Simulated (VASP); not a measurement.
ZrC: relaxation of shape and atoms at fixed volume with r2SCAN

The system is ZrC.

```
Zr C
1.0
     3.27498    0.00000    0.00000
    -1.63749    2.83622    0.00000
     0.00000    0.00000    2.93658
Zr C
1 1
Direct
  0.00000 0.00000 0.00000
  0.66667 0.33333 0.50000
```

```json
{
  "Program": "VASP 6.6.1",
  "Task": "relaxation of shape and atoms at fixed volume",
  "Functional": "r2SCAN",
  "Potentials or basis": "VASP PAW PBE potentials, release 64 (Zr_sv, C)",
  "Cutoff": "600 eV",
  "k mesh": "12 × 12 × 12",
  "Occupations": "gaussian, width 0.05 eV",
  "Spin": "no spin polarisation",
  "Dipole correction": "no",
  "Further INCAR settings": "ALGO = Normal; EDIFF = 1e-07; IBRION = 2; EDIFFG = -0.01; NSW = 60; ISIF = 4"
}
```

```yaml
Energy_gained_by_relaxing: 0.0 meV/atom
Ionic_steps: 3
Pressure_after_relaxing: -0.5 GPa
Band_gap_on_the_k_mesh: zero (band 8 reaches 9.21 eV, above the bottom of band 9 at 8.87 eV)
```

Final structure:
```cif
data_structure
_symmetry_space_group_name_H-M 'P 1'
_symmetry_Int_Tables_number 1
_cell_length_a 3.2764
_cell_length_b 3.2764
_cell_length_c 2.9341
_cell_angle_alpha 90.000
_cell_angle_beta 90.000
_cell_angle_gamma 120.000
_cell_volume 27.28
loop_
_atom_site_label
_atom_site_type_symbol
_atom_site_fract_x
_atom_site_fract_y
_atom_site_fract_z
_atom_site_occupancy
Zr1 Zr 0.00000 0.00000 0.00000 1
C1 C 0.66667 0.33333 0.50000 1
```

Levels at points of the mesh, in eV from the Fermi level:
```csv
k point,band 5,band 6,band 7,band 8,band 9,band 10,band 11,band 12
"(0.00, 0.00, 0.00)",-11.70,-1.71,-1.71,-1.13,1.81,5.45,5.45,5.68
"(0.50, 0.00, 0.00)",-9.71,-4.24,-0.71,-0.57,0.28,4.83,5.36,5.56
"(0.00, 0.00, 0.50)",-8.80,-5.15,-0.67,-0.67,1.86,1.86,5.02,5.02
"(0.50, 0.00, 0.50)",-9.71,-3.76,-2.46,-2.21,2.30,5.59,6.85,7.10
```

Run time: 13 min on 1 thread of Intel Xeon 8259CL (shared host), peak memory 0.21 GiB.

Caveat: the PAW data sets were made with another functional, which shifts forces and pressure a little.
